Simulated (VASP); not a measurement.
MgS: single point with PBE+D3(BJ)

Crystal: MgS.

```xyz
4
Lattice="4.0085 0.0000 0.0000 -2.0042 3.4714 0.0000 0.0000 0.0000 6.3960" Properties=species:S:1:pos:R:3 pbc="T T T"
S     2.0042    1.1571    5.6190
S     0.0000    2.3143    2.4210
Mg    0.0000    2.3143    6.3735
Mg    2.0042    1.1571    3.1755
```

```yaml
Program: VASP 6.6.1
Task: single point
Functional: PBE
Dispersion: D3(BJ)
Potentials_or_basis: VASP PAW PBE potentials, release 64 (S, Mg)
Cutoff: 520 eV
k_mesh: 8 × 8 × 4
Occupations: fermi-dirac, width 0.05 eV
Spin: no spin polarisation
```

| Item | Value |
| --- | --- |
| Pressure | -0.1 GPa |
| Largest force | 0.006 eV/Å |
| Band gap on the k mesh | 3.54 eV |
| Dispersion energy per atom | -0.276 eV |

Forces in eV/Å, atoms in the order of the input:
```
S    0.000  0.000 -0.006
S    0.000  0.000 -0.006
Mg   0.000  0.000  0.006
Mg   0.000  0.000  0.006
```

Levels at points of the mesh, in eV from the valence-band top:
| k point | band 5 | band 6 | band 7 | band 8 | band 9 | band 10 | band 11 | band 12 |
| --- | --- | --- | --- | --- | --- | --- | --- | --- |
| (0.00, 0.00, 0.00) | -0.57 | -0.14 | -0.14 | 0.00 | 3.54 | 4.76 | 7.53 | 7.53 |
| (0.50, 0.00, 0.00) | -1.92 | -1.25 | -0.95 | -0.46 | 4.75 | 5.23 | 5.87 | 7.52 |
| (0.00, 0.00, 0.50) | -0.36 | -0.36 | -0.36 | -0.36 | 5.01 | 5.01 | 7.67 | 7.67 |
| (0.50, 0.00, 0.50) | -0.90 | -0.90 | -0.82 | -0.82 | 4.68 | 4.68 | 6.33 | 6.33 |

Run time: 36 s on 1 thread of Intel Xeon 8259CL (shared host), peak memory 0.21 GiB.
